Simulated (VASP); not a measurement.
A run of VASP 6.6.1:

File INCAR:

```
SYSTEM = Re
PREC = Accurate
ENCUT = 600
EDIFF = 1E-6
ISMEAR = -1
SIGMA = 0.08
LREAL = .False.
LASPH = .True.
NELM = 100
ALGO = Normal
ISIF = 4
LWAVE = .False.
LCHARG = .False.
GGA = PE
IBRION = 2
NSW = 50
EDIFFG = -0.005
```

The input KPOINTS:

```
regular mesh
0
Gamma
  16 16 15
  0 0 0
```

POSCAR

```
Re
1.0
    2.7172937348      0.0000000000      0.0000000000
   -1.3586468674      2.3532454039      0.0000000000
    0.0000000000      0.0000000000      2.4275032774
Re
1
Direct
    0.0000000000      0.0000000000      0.0000000000
```

Potentials or basis: VASP PAW PBE potentials, release 64 (Re).

The run is started by

```bash
$ cat potpaw_PBE.64/Re/POTCAR > POTCAR
$ mpirun -np 1 vasp_std > vasp.out
```

Hardware: 1 thread of Intel Xeon 8259CL, with other jobs on the host.

**Question.** How long does it take, and how much memory?

**Answer.** Wall time 52 s on 1 thread of Intel Xeon 8259CL, on a shared host, peak memory 0.17 GiB. Counts: scf iterations 20, k points 240, ion steps 3.
